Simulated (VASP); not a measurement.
Crystal: WS2.

```
CELL_PARAMETERS angstrom
3.12609 0.00000 0.00000
-1.56305 2.70727 0.00000
0.00000 0.00000 12.28809
ATOMIC_POSITIONS crystal
W 0.66667 0.33333 0.75000
W 0.33333 0.66667 0.25000
S 0.66667 0.33333 0.37500
S 0.33333 0.66667 0.87500
S 0.66667 0.33333 0.12500
S 0.33333 0.66667 0.62500
```

```yaml
Program: VASP 6.6.1
Task: relaxation of cell and atoms
Functional: PBE
Dispersion: D4
Potentials_or_basis: VASP PAW PBE potentials, release 64 (W_sv, S)
Cutoff: 690 eV
k_mesh: 10 × 10 × 3
Occupations: gaussian, width 0.03 eV
Spin: no spin polarisation
```

At the start: pressure 7.7 GPa; volume 17.33 Å³/atom.

Where does the relaxation end?

Over 20 steps the energy falls by 21.3 meV/atom and the volume is 17.56 Å³/atom (+1.3 %); space group P6_3/mmc (No. 194, to 0.1 Å) before and after.

Step by step:
```
step  energy change (eV)  largest force (eV/Å)  pressure (GPa)  volume (Å³)
   1              0.0000                1.1023            7.70       104.00
   2             -0.1191                0.0157           -0.49       107.66
   3             -0.1194                0.0780           -0.03       107.42
   4             -0.1237                0.0732            0.01       106.72
   5             -0.1269                0.0865           -0.61       105.66
   6             -0.1275                0.0036           -0.22       105.67
   7             -0.1277                0.0013            0.03       105.41
   8             -0.1277                0.0101            0.03       105.43
   9             -0.1277                0.0085            0.01       105.43
  10             -0.1277                0.0072           -0.01       105.43
  11             -0.1277                0.0031           -0.05       105.41
  12             -0.1277                0.0019           -0.03       105.38
  13             -0.1277                0.0012           -0.02       105.37
  14             -0.1278                0.0003            0.00       105.36
  15             -0.1278                0.0006            0.00       105.36
  16             -0.1278                0.0005            0.00       105.36
  17             -0.1278                0.0027            0.01       105.35
  18             -0.1278                0.0019            0.00       105.36
  19             -0.1278                0.0019           -0.01       105.36
  20             -0.1278                0.0019           -0.01       105.36
```

Final structure:
```cif
data_structure
_symmetry_space_group_name_H-M 'P 1'
_symmetry_Int_Tables_number 1
_cell_length_a 3.1563
_cell_length_b 3.1563
_cell_length_c 12.2121
_cell_angle_alpha 90.000
_cell_angle_beta 90.000
_cell_angle_gamma 120.000
_cell_volume 105.36
loop_
_atom_site_label
_atom_site_type_symbol
_atom_site_fract_x
_atom_site_fract_y
_atom_site_fract_z
_atom_site_occupancy
W1 W 0.66667 0.33333 0.75000 1
W2 W 0.33333 0.66667 0.25000 1
S1 S 0.66667 0.33333 0.37893 1
S2 S 0.33333 0.66667 0.87893 1
S3 S 0.66667 0.33333 0.12107 1
S4 S 0.33333 0.66667 0.62107 1
```
